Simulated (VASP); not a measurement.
Wanted: the native input for a VASP 6.6.1 run.

```yaml
Task: single point
Functional: PBE
Potentials_or_basis: VASP PAW PBE potentials, release 64 (V_sv)
Cutoff: 520 eV
k_mesh: 18 × 18 × 10
Occupations: fermi-dirac, width 0.1 eV
Spin: no spin polarisation
Dipole_correction: no
Further_INCAR_settings: ALGO = Normal; EDIFF = 1e-07; NBANDS = 20
```

The structure of V lies in POSCAR:

```
V
1.0
    2.2509530075      0.0000000000      0.0000000000
   -1.1254765037      1.9493824872      0.0000000000
    0.0000000000      0.0000000000      4.1082756591
V
2
Direct
    0.3333333333      0.6666666667      0.2500000000
    0.6666666667      0.3333333333      0.7500000000
```

One way to write it, as run:

INCAR

```
PREC = Accurate ; ENCUT = 520
EDIFF = 1E-7 ; ISMEAR = -1
SIGMA = 0.1 ; LREAL = False
LASPH = True ; NELM = 60
ALGO = Normal ; ISIF = 2
LWAVE = False ; LCHARG = False
GGA = PE ; NBANDS = 20
```

KPOINTS

```
regular mesh
0
Gamma
  18 18 10
```

Potentials or basis: VASP PAW PBE potentials, release 64 (V_sv).

Command:

```sh
$ cat potpaw_PBE.64/V_sv/POTCAR > POTCAR
$ mpirun -np 1 vasp_std > vasp.out
```

It gave:

- Pressure: 164.1 GPa
- Band gap on the k mesh: zero (band 13 reaches 18.72 eV, above the bottom of band 14 at 15.12 eV)

Run time: 33 s on 1 thread of Intel(R) Xeon(R) 6975P-C (Granite Rapids), with other jobs on the host, peak memory 0.18 GiB.
